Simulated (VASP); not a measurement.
Crystal: Sn.

```
Sn
1.0
     4.57264    0.00000    0.00000
     2.28632    3.96002    0.00000
     2.28632    1.32001    3.73354
Sn
2
Direct
  0.00000 0.00000 0.00000
  0.25000 0.25000 0.25000
```

Base run:

| Property | Result |
| --- | --- |
| Program | VASP 6.6.1 |
| Functional | PBEsol |
| Potentials or basis | VASP PAW PBE potentials, release 64 (Sn_d) |
| Cutoff | 500 eV |
| k mesh | 5 × 5 × 5 |
| Occupations | methfessel-paxton, width 0.01 eV |
| Spin | no spin polarisation |

Its results: band gap on the k mesh zero (band 14 reaches 5.70 eV, above the bottom of band 15 at 5.63 eV); pressure 1.7 GPa.

Question: The run is repeated on the same cell with these changes: k mesh from 5 × 5 × 5 to 2 × 2 × 2. What comes out?

Answer: Band gap on the k mesh zero (band 14 reaches 5.82 eV, above the bottom of band 15 at 5.68 eV); pressure 10.8 GPa.

Caveats: some runs use coarse meshes; the PAW data sets were made with another functional, which shifts forces and pressure a little; spin-orbit coupling is left out, which moves the levels of the heavy elements.
